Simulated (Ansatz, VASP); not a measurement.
# One calculation of BN, two programs

INCAR

```
SYSTEM = BN
PREC = Accurate ; ENCUT = 520
EDIFF = 1E-8 ; ISMEAR = -1
SIGMA = 0.03 ; LREAL = .FALSE.
LASPH = .TRUE. ; NELM = 80
ALGO = Normal ; ISIF = 2
LWAVE = .FALSE. ; LCHARG = .FALSE.
GGA = PS ; LEFG = .TRUE.
NBANDS = 11
```

The input KPOINTS:

```
Automatic mesh
0
G
  13 13 13
  0 0 0
```

The input POSCAR:

```
BN
1.0
    0.0180750000      1.8165375000      1.8165375000
    1.8165375000      0.0180750000      1.8165375000
    1.8165375000      1.8165375000      0.0180750000
B N
1 1
Direct
    0.0000000000      0.0000000000      0.0000000000
    0.7500000000      0.7500000000      0.7500000000
```

Input for Ansatz:

```yaml
crystal:
  lattice:
    - [0.018075, 1.8165375, 1.8165375]
    - [1.8165375, 0.018075, 1.8165375]
    - [1.8165375, 1.8165375, 0.018075]
  atoms:
    - { symbol: B, position: [0.0, 0.0, 0.0] }
    - { symbol: "N", position: [0.75, 0.75, 0.75] }
kpoints:
  mp_grid: { grid: [13, 13, 13] }
scf:
  occupations: { method: fermi_dirac, width: 0.03 }
hamiltonian:
  xc: pbesol
  pseudopotentials: { kind: all_electron, datasets: crystal }
output:
  forces: true
  stress: true
  eigenvalues: true
  efg: { contact_densities: true }
```

Change from the starting cell: equal xy, yz and zx shear strains of +1 %, crystal datasets.

Alike in both runs: task electric field gradients; functional PBEsol; k mesh 13 × 13 × 13; occupations fermi-dirac, width 0.03 eV; no spin polarisation.

|  | VASP | Ansatz |
| --- | --- | --- |
| version | VASP 6.6.1 | Ansatz 0.2.0 |
| potentials or method | VASP PAW PBE potentials, release 64 (B, N), cutoff 520 eV | all-electron PAW with datasets made for the crystal, scalar-relativistic |

```tsv
	VASP	Ansatz	Ansatz less VASP
gap on the k mesh at the Fermi level (eV)	4.33	4.33	+0.008
pressure (GPa)	-2.2	-2.8	-0.58
traceless stress, the component that is largest in VASP (GPa)	-4.49	-4.46	+0.035
rms of the force components (eV/Å)	0.016	0.014	-0.0023
size of Vzz on the site where it differs most (V/Å²)	3.3	3.1	-0.16
```

VASP's potentials were made for PBE, not for PBEsol. Atom by atom the forces differ by 0.002 eV/Å (rms over components). Ansatz ran all-electron here, and VASP with PAW potentials.
